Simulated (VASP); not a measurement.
Input of a VASP 6.6.1 run:

Contents of INCAR:

```
SYSTEM = TiNb3
  PREC = Accurate
  ENCUT = 600
  EDIFF = 1E-6
  ISMEAR = 1
  SIGMA = 0.1
  LREAL = .FALSE.
  LASPH = .TRUE.
  NELM = 80
  ALGO = Normal
  ISIF = 8
  LWAVE = .FALSE.
  LCHARG = .FALSE.
  GGA = CA
  IBRION = 2
  NSW = 80
  EDIFFG = -0.01
```

KPOINTS

```
Automatic mesh
0
G
  6 6 6
  0 0 0
```

File POSCAR:

```
TiNb3
1.0
    4.1750000000      0.0000000000      0.0000000000
    0.0000000000      4.1750000000      0.0000000000
    0.0000000000      0.0000000000      4.1750000000
Ti Nb
1 3
Direct
    0.0000000000      0.0000000000      0.0000000000
    0.0000000000      0.5000000000      0.5000000000
    0.5000000000      0.0000000000      0.5000000000
    0.5000000000      0.5000000000      0.0000000000
```

Potentials or basis: VASP PAW LDA potentials, release 64 (Ti_sv, Nb_sv).

Launch:

```console
$ cat potpaw_LDA.64/Ti_sv/POTCAR potpaw_LDA.64/Nb_sv/POTCAR > POTCAR
$ mpirun -np 1 vasp_std > vasp.out
```

Question: What does it give for the space group after relaxing (to 0.05 Å)?

Answer: Pm-3m (No. 221).

Question: Estimate the relaxed cell.

Answer: a = 4.098 Å, b = 4.098 Å, c = 4.098 Å, α = 90.00°, β = 90.00°, γ = 90.00°.

Final structure:
```
CELL_PARAMETERS angstrom
4.09835 0.00000 0.00000
0.00000 4.09835 0.00000
0.00000 0.00000 4.09835
ATOMIC_POSITIONS crystal
Ti 0.00000 0.00000 0.00000
Nb 0.00000 0.50000 0.50000
Nb 0.50000 0.00000 0.50000
Nb 0.50000 0.50000 0.00000
```
